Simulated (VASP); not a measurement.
**SnO: single point with r2SCAN**

The system is SnO.

```
Sn O
1.0
     0.00000    2.70821    2.70821
     2.70821    0.00000    2.70821
     2.70821    2.70821    0.00000
Sn O
1 1
Cartesian
  0.0000 0.0000 0.0000
  1.3541 1.3541 1.3541
```

* Program: VASP 6.6.1
* Task: single point
* Functional: r2SCAN
* Potentials or basis: VASP PAW PBE potentials, release 64 (Sn_d, O)
* Cutoff: 520 eV
* k mesh: 6 × 6 × 6
* Occupations: methfessel-paxton, width 0.001 eV
* Spin: no spin polarisation

- Pressure: 0.2 GPa
- Band gap on the k mesh: zero (band 10 reaches 6.08 eV, above the bottom of band 11 at 5.94 eV)

Levels at points of the mesh, in eV from the Fermi level:
```tsv
k point	band 8	band 9	band 10	band 11	band 12	band 13
(0.00, 0.00, 0.00)	-3.96	-3.96	-3.96	4.68	4.68	4.68
(0.50, 0.00, 0.00)	-4.40	-4.40	-2.44	1.75	4.82	4.82
(0.50, 0.50, 0.00)	-5.16	-5.16	-0.58	-0.14	5.49	5.49
```

It took 34 s on 1 thread of Intel(R) Xeon(R) 6975P-C (Granite Rapids), with other jobs on the host, peak memory 0.16 GiB.

Caveat: the PAW data sets were made with another functional, which shifts forces and pressure a little; spin-orbit coupling is left out, which moves the levels of the heavy elements.
